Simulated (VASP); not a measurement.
# BaZrO3 (Pm-3m) in VASP: further runs

The runs below take BaZrO3 through single point, with PBE, r2SCAN.

Program: VASP 6.6.1. These are calculated values, not measurements. Logs are shortened: lines on timing, memory, paths and dates and some standing lists are left out, and cuts for length are marked.

## Step 1: The cell of the first run

It takes space group Pm-3m (No. 221, cubic). Conventional cell: a = 4.274 Å, b = 4.274 Å, c = 4.274 Å, α = 90.00°, β = 90.00°, γ = 90.00°. Within 4.0 Å of Ba (site symmetry m-3m) lie 12 O at 3.02 Å and 8 Zr at 3.70 Å. Zr (site symmetry m-3m) has 6 O at 2.14 Å within 2.8 Å. O (site symmetry 4/mmm) has 2 Zr at 2.14 Å within 2.8 Å.

## Step 2: Single point, PBE

File INCAR:

```
SYSTEM = BaZrO3
PREC = Accurate
ENCUT = 520
EDIFF = 1E-7
ISMEAR = -1
SIGMA = 0.05
LREAL = .False.
LASPH = .True.
NELM = 100
ALGO = Normal
ISIF = 2
LWAVE = .False.
LCHARG = .False.
GGA = PE
NBANDS = 28
```

File KPOINTS:

```
Automatic mesh
0
Gamma
  6 6 6
  0 0 0
```

File POSCAR:

```
BaZrO3
1.0
    4.2735440071      0.0000000000      0.0000000000
    0.0000000000      4.2735440071      0.0000000000
    0.0000000000      0.0000000000      4.2735440071
Ba Zr O
1 1 3
Direct
    0.0000000000      0.0000000000      0.0000000000
    0.5000000000      0.5000000000      0.5000000000
    0.5000000000      0.5000000000      0.0000000000
    0.5000000000      0.0000000000      0.5000000000
    0.0000000000      0.5000000000      0.5000000000
```

Potentials or basis: VASP PAW PBE potentials, release 64 (Ba_sv, Zr_sv, O).

Launch:

```bash
cat potpaw_PBE.64/Ba_sv/POTCAR potpaw_PBE.64/Zr_sv/POTCAR potpaw_PBE.64/O/POTCAR > POTCAR
mpirun -np 1 vasp_std > vasp.out
```

OUTCAR:

```text
SYSTEM = BaZrO3
   PREC = Accurate
   ENCUT = 520
   EDIFF = 1E-7
   ISMEAR = -1
   LREAL = .False.
   LASPH = .True.
   NELM = 100
   ISIF = 2
   GGA = PE

 ion  position               nearest neighbor table
   1  0.000  0.000  0.000-   3 3.02   4 3.02   5 3.02   4 3.02   5 3.02   3 3.02   5 3.02   5 3.02
                             3 3.02   4 3.02   4 3.02   3 3.02   2 3.70   2 3.70   2 3.70   2 3.70
   2  0.500  0.500  0.500-   3 2.14   4 2.14   5 2.14   3 2.14   4 2.14   5 2.14   1 3.70   1 3.70
                             1 3.70   1 3.70   1 3.70   1 3.70   1 3.70   1 3.70
   3  0.500  0.500  0.000-   2 2.14   2 2.14   1 3.02   1 3.02   1 3.02   1 3.02
   4  0.500  0.000  0.500-   2 2.14   2 2.14   1 3.02   1 3.02   1 3.02   1 3.02
   5  0.000  0.500  0.500-   2 2.14   2 2.14   1 3.02   1 3.02   1 3.02   1 3.02

  LATTYP: Found a simple cubic cell.
 ALAT       =     4.2735440071

  Lattice vectors:

 A1 = (   4.2735440071,   0.0000000000,   0.0000000000)
 A2 = (   0.0000000000,   4.2735440071,   0.0000000000)
 A3 = (   0.0000000000,   0.0000000000,   4.2735440071)

Analysis of symmetry for initial positions (statically):
=====================================================================
 Subroutine PRICEL returns:
 Original cell was already a primitive cell.

 Routine SETGRP: Setting up the symmetry group for a
 simple cubic supercell.

 Subroutine GETGRP returns: Found 48 space group operations
[... 9 lines left out ...]

 Routine SETGRP: Setting up the symmetry group for a
 simple cubic supercell.

 Subroutine GETGRP returns: Found 48 space group operations
[... 11 lines left out ...]
                                     Primitive cell

  volume of cell :      78.0485

  direct lattice vectors                    reciprocal lattice vectors
     4.273544007  0.000000000  0.000000000     0.233997824  0.000000000  0.000000000
     0.000000000  4.273544007  0.000000000     0.000000000  0.233997824  0.000000000
     0.000000000  0.000000000  4.273544007     0.000000000  0.000000000  0.233997824

  length of vectors
     4.273544007  4.273544007  4.273544007     0.233997824  0.233997824  0.233997824

  position of ions in fractional coordinates (direct lattice)
     0.000000000  0.000000000  0.000000000
     0.500000000  0.500000000  0.500000000
     0.500000000  0.500000000  0.000000000
     0.500000000  0.000000000  0.500000000
     0.000000000  0.500000000  0.500000000

  ion indices of the primitive-cell ions
   primitive index   ion index
                 1           1
                 2           2
                 3           3
                 4           4
[... 67 lines left out ...]
   NELM   =    100;   NELMIN=  2; NELMDL= -5     # of ELM steps
   EDIFF  = 0.1E-06   stopping-criterion for ELM
   LREAL  =      F    real-space projection
   EDIFFG = 0.1E-05   stopping-criterion for IOM
   NSW    =      0    number of steps for IOM
   IBRION =     -1    ionic relax: 0-MD 1-quasi-New 2-CG
   NFREE  =      0    steps in history (QN), initial steepest desc. (CG)
   ISIF   =      2    stress and relaxation
   ISYM   =      2    0-nonsym 1-usesym 2-fastsym
   POTIM  = 0.5000    time-step for ionic-motion
   TEBEG  =    0.0;   TEEND  =   0.0 temperature during run
   PSTRESS=    0.0 pullay stress
   NELECT =      40.0000    total number of electrons
   NUPDOWN=      -1.0000    fix difference up-down
   EMIN   =  10.00;   EMAX   =-10.00  energy-range for DOS
   EFERMI =   0.00;   METHOD = LEGACY
   ISMEAR =    -1;   SIGMA  =   0.05  broadening in eV -4-tet -1-fermi 0-gaus
   EFERMI_NEDOS =   21; number of points for ismear=-14 and -15
   IALGO  =     38    algorithm
   IMIX   =      4    mixing-type and parameters
     AMIX     =   0.40;   BMIX     =  1.00
     AMIX_MAG =   1.60;   BMIX_MAG =  1.00
  volume/ion in A,a.u.               =      15.61       105.34
  Fermi-wavevector in a.u.,A,eV,Ry     =   1.310107  2.475743 23.352760  1.716379
  Thomas-Fermi vector in A             =   2.440660
   LORBIT       =      0    0 simple, 1 ext, 2 COOP (PROOUT), +10 PAW based schemes
   GGA     = PE    functional components
   LHFCALC =     F    Hartree Fock is set to
   AEXX    =    0.0000 exact exchange contribution
   IVDW    =     0    specifies the selected vdW correction
   LEPSILON=     F    determine dielectric tensor
   LRPA    =     F    only Hartree local field effects (RPA)
 non-spin polarized calculation
  energy-cutoff  :      520.00
  volume of cell :       78.05
 maximum number of plane-waves:      2176
 NGX is ok and might be reduce to    32
   NGX = 15   NGY = 15   NGZ = 15

 number of electron      39.9999980 magnetization

 Free energy of the ion-electron system (eV)
  ---------------------------------------------------
  ext. energy  EPLUGINS =         0.00000000
  ---------------------------------------------------
  free energy    TOTEN  =       -41.70295282 eV

  energy without entropy =      -41.70295282  energy(sigma->0) =      -41.70295282

 E-fermi :   4.5958     XC(G=0): -10.4797

 val. band max:        3.3834648016   @ k =   0.5000   0.5000   0.5000
 cond. band min:       6.4404714699   @ k =   0.0000   0.0000   0.0000
 fundamental gap:      3.0570066682
 Fermi energy:         4.5958461991

 k-point     1 :       0.0000    0.0000    0.0000
  band No.  band energies     occupation
      1     -43.9991      2.00000
      2     -22.1169      2.00000
      3     -22.0858      2.00000
      4     -22.0858      2.00000
      5     -22.0858      2.00000
      6     -12.8835      2.00000
[... 609 lines left out ...]
     27      12.1487      0.00000
     28      12.1487      0.00000

------------------------ aborting loop because EDIFF is reached ----------------------------------------

  FORCE on cell =-STRESS in cart. coord.  units (eV):
  Direction    XX          YY          ZZ          XY          YZ          ZX
  --------------------------------------------------------------------------------------
  -------------------------------------------------------------------------------------
  Total       -1.8190582     -1.8190582     -1.8190582     -0.0000000     -0.0000000      0.0000000
  in kB      -37.3415756    -37.3415756    -37.3415756     -0.0000000     -0.0000000      0.0000000
  external PRESSURE =     -37.3415756 kB  Pullay stress =       0.0000000 kB

 VOLUME and BASIS-vectors are now :
 -----------------------------------------------------------------------------
  energy-cutoff  :      520.00
  volume of cell :       78.05
      direct lattice vectors                 reciprocal lattice vectors
     4.273544007  0.000000000  0.000000000     0.233997824  0.000000000  0.000000000
     0.000000000  4.273544007  0.000000000     0.000000000  0.233997824  0.000000000
     0.000000000  0.000000000  4.273544007     0.000000000  0.000000000  0.233997824

 POSITION                                       TOTAL-FORCE (eV/Angst)
 -----------------------------------------------------------------------------------
      0.00000      0.00000      0.00000         0.000000      0.000000      0.000000
      2.13677      2.13677      2.13677         0.000000      0.000000      0.000000
      2.13677      2.13677      0.00000         0.000000      0.000000      0.000000
      2.13677      0.00000      2.13677         0.000000      0.000000      0.000000
      0.00000      2.13677      2.13677         0.000000      0.000000      0.000000
 -----------------------------------------------------------------------------------
    total drift:                                0.000000     -0.000000     -0.000000

  FREE ENERGIE OF THE ION-ELECTRON SYSTEM (eV)
  ---------------------------------------------------
  free  energy   TOTEN  =       -41.7029528163 eV

  energy  without entropy=      -41.7029528163  energy(sigma->0) =      -41.70295282
```

Run time: 15 s. Hardware: 1 thread of Intel Xeon 6975P-C (Granite Rapids), shared host; peak memory 0.2 GiB.

What came out:

```
Free energy            : -41.7030 eV
Pressure               : -3.7 GPa
Band gap on the k mesh : 3.06 eV, indirect (least direct gap 3.34 eV)
```

Caveat: spin-orbit coupling is left out, which moves the levels of the heavy elements. A hybrid or GW would open this gap; PBE tends to underestimate it.

## Step 3: Single point, r2SCAN

This run uses another cell than the first one, of 15.32 Å³/atom, 0.981 times its volume.

Changes to POSCAR since step 2:

```diff
@@ -2,5 +2,5 @@
 1.0
-    4.2735440071      0.0000000000      0.0000000000
-    0.0000000000      4.2735440071      0.0000000000
-    0.0000000000      0.0000000000      4.2735440071
+    4.2464955356      0.0000000000      0.0000000000
+    0.0000000000      4.2464955356      0.0000000000
+    0.0000000000      0.0000000000      4.2464955356
 Ba Zr O
```

File INCAR.step1:

```
ALGO = Normal ; EDIFF = 1E-4
ENCUT = 520 ; GGA = PE
ISMEAR = -1 ; LASPH = T
LCHARG = F ; LREAL = F
LWAVE = T ; NBANDS = 28
NELM = 100 ; PREC = Accurate
SIGMA = 0.05
```

File INCAR.step2:

```
ALGO = Normal ; EDIFF = 1E-6
ENCUT = 520 ; ISIF = 2
ISMEAR = -1 ; ISTART = 1
LASPH = T ; LCHARG = F
LMIXTAU = T ; LREAL = F
LWAVE = F ; METAGGA = R2SCAN
NBANDS = 28 ; NELM = 100
PREC = Accurate ; SIGMA = 0.05
```

File KPOINTS:

```
k-points
0
Gamma
  6 6 6
```

Potentials or basis: VASP PAW PBE potentials, release 64 (Ba_sv, Zr_sv, O).

Launch:

```bash
cat potpaw_PBE.64/Ba_sv/POTCAR potpaw_PBE.64/Zr_sv/POTCAR potpaw_PBE.64/O/POTCAR > POTCAR
cp INCAR.step1 INCAR
mpirun -np 1 vasp_std > vasp.out
cp INCAR.step2 INCAR
mpirun -np 1 vasp_std > vasp.out
```

Wall time 3 min (1 thread of Intel Xeon 8259CL, shared host); peak memory 0.21 GiB.

The run converged. Its results:

```
Free energy            : -85.0891 eV
Pressure               : -3.6 GPa
Band gap on the k mesh : 3.60 eV, indirect (least direct gap 3.89 eV)
```

Levels at points of the mesh, in eV from the valence-band top:
```
           k point  band 17  band 18  band 19  band 20  band 21  band 22  band 23  band 24
(0.00, 0.00, 0.00)    -0.96    -0.28    -0.28    -0.28     3.60     3.60     3.60     5.11
(0.50, 0.00, 0.00)    -1.67    -1.59    -0.53    -0.53     4.01     5.96     5.96     6.82
(0.50, 0.50, 0.00)    -0.94    -0.94    -0.92    -0.07     5.93     5.93     6.74     6.89
(0.50, 0.50, 0.50)    -2.53     0.00     0.00     0.00     6.46     6.46     6.46     7.19
```

Caveat: the PAW data sets were made with another functional, which shifts forces and pressure a little; spin-orbit coupling is left out, which moves the levels of the heavy elements. A k mesh can miss the band edges.

## Step 4: Single point, r2SCAN

Changes to POSCAR since step 3:

```diff
@@ -2,5 +2,5 @@
 1.0
-    4.2464955356      0.0000000000      0.0000000000
-    0.0000000000      4.2464955356      0.0000000000
-    0.0000000000      0.0000000000      4.2464955356
+    4.2735440071      0.0000000000      0.0000000000
+    0.0000000000      4.2735440071      0.0000000000
+    0.0000000000      0.0000000000      4.2735440071
 Ba Zr O
```

File INCAR.step1:

```
SYSTEM = BaZrO3
ALGO = Normal
EDIFF = 1E-4
ENCUT = 520
GGA = PE
ISMEAR = -1
LASPH = .TRUE.
LCHARG = .FALSE.
LREAL = .FALSE.
LWAVE = .TRUE.
NBANDS = 28
NELM = 100
PREC = Accurate
SIGMA = 0.05
```

File INCAR.step2:

```
SYSTEM = BaZrO3
ALGO = Normal
EDIFF = 1E-6
ENCUT = 520
ISIF = 2
ISMEAR = -1
ISTART = 1
LASPH = .TRUE.
LCHARG = .TRUE.
LELF = .TRUE.
LMIXTAU = .TRUE.
LREAL = .FALSE.
LVHAR = .TRUE.
LWAVE = .FALSE.
METAGGA = R2SCAN
NBANDS = 28
NELM = 100
PREC = Accurate
SIGMA = 0.05
```

File KPOINTS:

```
k-points
0
G
  6 6 6
  0 0 0
```

Potentials or basis: VASP PAW PBE potentials, release 64 (Ba_sv, Zr_sv, O).

Launch:

```bash
cat potpaw_PBE.64/Ba_sv/POTCAR potpaw_PBE.64/Zr_sv/POTCAR potpaw_PBE.64/O/POTCAR > POTCAR
cp INCAR.step1 INCAR
mpirun -np 1 vasp_std > vasp.out
cp INCAR.step2 INCAR
mpirun -np 1 vasp_std > vasp.out
```

OUTCAR:

```text
SYSTEM = BaZrO3
   EDIFF = 1E-6
   ENCUT = 520
   ISIF = 2
   ISMEAR = -1
   ISTART = 1
   LASPH = .TRUE.
   LREAL = .FALSE.
   METAGGA = R2SCAN
   NELM = 100
   PREC = Accurate

 ion  position               nearest neighbor table
   1  0.000  0.000  0.000-   3 3.02   4 3.02   5 3.02   4 3.02   5 3.02   3 3.02   5 3.02   5 3.02
                             3 3.02   4 3.02   4 3.02   3 3.02   2 3.70   2 3.70   2 3.70   2 3.70
   2  0.500  0.500  0.500-   3 2.14   4 2.14   5 2.14   3 2.14   4 2.14   5 2.14   1 3.70   1 3.70
                             1 3.70   1 3.70   1 3.70   1 3.70   1 3.70   1 3.70
[... 820 lines left out ...]
  -------------------------------------------------------------------------------------
  Total       -3.0621484     -3.0621484     -3.0621484     -0.0000000      0.0000000     -0.0000000
  in kB      -62.8596953    -62.8596953    -62.8596953     -0.0000000      0.0000000     -0.0000000
  external PRESSURE =     -62.8596953 kB  Pullay stress =       0.0000000 kB

 VOLUME and BASIS-vectors are now :
 -----------------------------------------------------------------------------
  energy-cutoff  :      520.00
  volume of cell :       78.05
      direct lattice vectors                 reciprocal lattice vectors
     4.273544007  0.000000000  0.000000000     0.233997824  0.000000000  0.000000000
     0.000000000  4.273544007  0.000000000     0.000000000  0.233997824  0.000000000
     0.000000000  0.000000000  4.273544007     0.000000000  0.000000000  0.233997824

 POSITION                                       TOTAL-FORCE (eV/Angst)
 -----------------------------------------------------------------------------------
      0.00000      0.00000      0.00000         0.000000      0.000000      0.000000
      2.13677      2.13677      2.13677         0.000000      0.000000      0.000000
      2.13677      2.13677      0.00000         0.000000      0.000000      0.000000
      2.13677      0.00000      2.13677         0.000000      0.000000      0.000000
      0.00000      2.13677      2.13677         0.000000      0.000000      0.000000
 -----------------------------------------------------------------------------------
    total drift:                                0.000000     -0.000000     -0.000000

  FREE ENERGIE OF THE ION-ELECTRON SYSTEM (eV)
  ---------------------------------------------------
  free  energy   TOTEN  =       -85.0449404075 eV

  energy  without entropy=      -85.0449404074  energy(sigma->0) =      -85.04494041
```

It took 3 min on 1 thread of Intel Xeon 8259CL, shared host; peak memory 0.21 GiB.

Results:

* Free energy: -85.0449 eV
* Pressure: -6.3 GPa
* Band gap on the k mesh: 3.55 eV, indirect (least direct gap 3.85 eV)

Caveat: the PAW data sets were made with another functional, which shifts forces and pressure a little; spin-orbit coupling is left out, which moves the levels of the heavy elements. r2SCAN opens gaps a little over a GGA but as a rule still falls short of measured ones.

## Step 5: Overview

| level | cell | gap on the mesh (eV) | pressure (GPa) |
| --- | --- | --- | --- |
| PBE | a = 4.274 Å, 5 atoms | 3.06 | -3.7 |
| r2SCAN | a = 4.246 Å, 5 atoms | 3.60 | -3.6 |
| r2SCAN | a = 4.274 Å, 5 atoms | 3.55 | -6.3 |

Alike in all rows: task single point; potentials or basis VASP PAW PBE potentials, release 64 (Ba_sv, Zr_sv, O); no spin polarisation; k mesh 6 × 6 × 6; cutoff (eV) 520; smearing fermi-dirac 0.05 eV.

Caveats: spin-orbit coupling is left out, which moves the levels of the heavy elements; the PAW data sets were made with another functional, which shifts forces and pressure a little (some runs).

Absolute energies hang on the potentials; compare differences alone.
